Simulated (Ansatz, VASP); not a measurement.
## InGa2As3 in VASP and in Ansatz

```
CELL_PARAMETERS angstrom
6.22940 -3.59763 0.00000
6.22940 3.59763 0.00000
0.00000 0.00000 6.82824
ATOMIC_POSITIONS crystal
In 0.67145 0.32855 0.99929
In 0.32855 0.67145 0.49929
Ga 0.33289 0.00565 0.99988
Ga 0.99435 0.66711 0.99988
Ga 0.66711 0.99435 0.49988
Ga 0.00565 0.33289 0.49988
As 0.33400 0.01737 0.63298
As 0.68487 0.31513 0.60850
As 0.98263 0.66600 0.63298
As 0.31513 0.68487 0.10850
As 0.66600 0.98263 0.13298
As 0.01737 0.33400 0.13298
```

Alike in both runs: functional PBE; k mesh 6 × 6 × 6; occupations gaussian, width 0.1 eV; no spin polarisation.

Ansatz relaxed the structure, and its values are those at the end. VASP's run is a single point on that final structure, the one shown.

|  | VASP | Ansatz |
| --- | --- | --- |
| version | VASP 6.6.1 | Ansatz 0.2.0 |
| potentials or method | VASP PAW PBE potentials, release 64 (In_d, Ga_d, As), cutoff 520 eV | scalar-relativistic, plane waves, PAW |
| valence electrons in the cell | 108 | 168 |

|  | VASP | Ansatz | Ansatz less VASP |
| --- | --- | --- | --- |
| pressure (GPa) | 0.2 | 0.0 | -0.20 |
| rms of the force components (eV/Å) | 0.003 | 0.005 | +0.0011 |

VASP's potentials hold 108 valence electrons a cell and Ansatz's 168, so a difference there can come from the potentials and not from the codes.
